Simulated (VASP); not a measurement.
A run of VASP 6.6.1 is set up as follows.

File INCAR:

```
  PREC = Accurate
  ENCUT = 600
  EDIFF = 1E-6
  ISMEAR = -1
  SIGMA = 0.05
  LREAL = Auto
  LASPH = T
  NELM = 80
  ALGO = Normal
  ISIF = 8
  LWAVE = F
  LCHARG = F
  GGA = PS
  IBRION = 2
  NSW = 100
  EDIFFG = -0.03
  LUSENCCL = F
```

The input KPOINTS:

```
Automatic mesh
0
Gamma
  1 1 1
  0.5 0.5 0.5
```

Contents of POSCAR:

```
Mg15ZnO16
1.0
    0.0000000000      8.4348940000      8.4348940000
    8.4348940000      0.0000000000      8.4348940000
    8.4348940000      8.4348940000      0.0000000000
O Zn Mg
64 4 60
Direct
    0.3737220000      0.1215110000      0.1274790000
    0.8759510000      0.1239240000      0.1268900000
    0.1253110000      0.3772210000      0.3733170000
    0.3762160000      0.6235090000      0.1254370000
    0.3769240000      0.1230330000      0.6283630000
    0.6296200000      0.3743890000      0.3706140000
[... 120 lines left out ...]
    0.0002410000      0.7499050000      0.7502470000
    0.4999350000      0.7535390000      0.7489090000
```

Potentials or basis: VASP PAW PBE potentials, release 64 (O, Zn, Mg).

The run is started by

```bash
$ cat potpaw_PBE.64/O/POTCAR potpaw_PBE.64/Zn/POTCAR potpaw_PBE.64/Mg/POTCAR > POTCAR
$ mpirun -np 1 vasp_std > vasp.out
```

Q: Predict the band gap on the k mesh.

A: 4.76 eV.

Q: Estimate the space group after relaxing (to 0.1 Å).

A: P1 (No. 1).

Step by step:
```
step  energy change (eV)  largest force (eV/Å)  pressure (GPa)  volume (Å³)
   1              0.0000                1.1881           -0.20      1200.24
   2             -0.9017                0.4638           -0.25      1198.17
   3             -0.9050                0.4691           -0.24      1198.04
   4             -1.0664                0.1761            0.08      1195.25
   5             -1.0685                0.2018            0.13      1194.90
   6             -1.0982                0.0719            0.00      1195.81
   7             -1.0997                0.0698           -0.04      1196.07
   8             -1.1056                0.0398            0.00      1195.81
   9             -1.1065                0.0483            0.02      1195.66
  10             -1.1082                0.0244            0.00      1195.81
```

Caveat: the k points lie up to 0.65 Å⁻¹ apart in the final cell; the PAW data sets were made with another functional, which shifts forces and pressure a little; a shifted mesh leaves out Γ, where band edges can lie. A k mesh can miss the band edges.
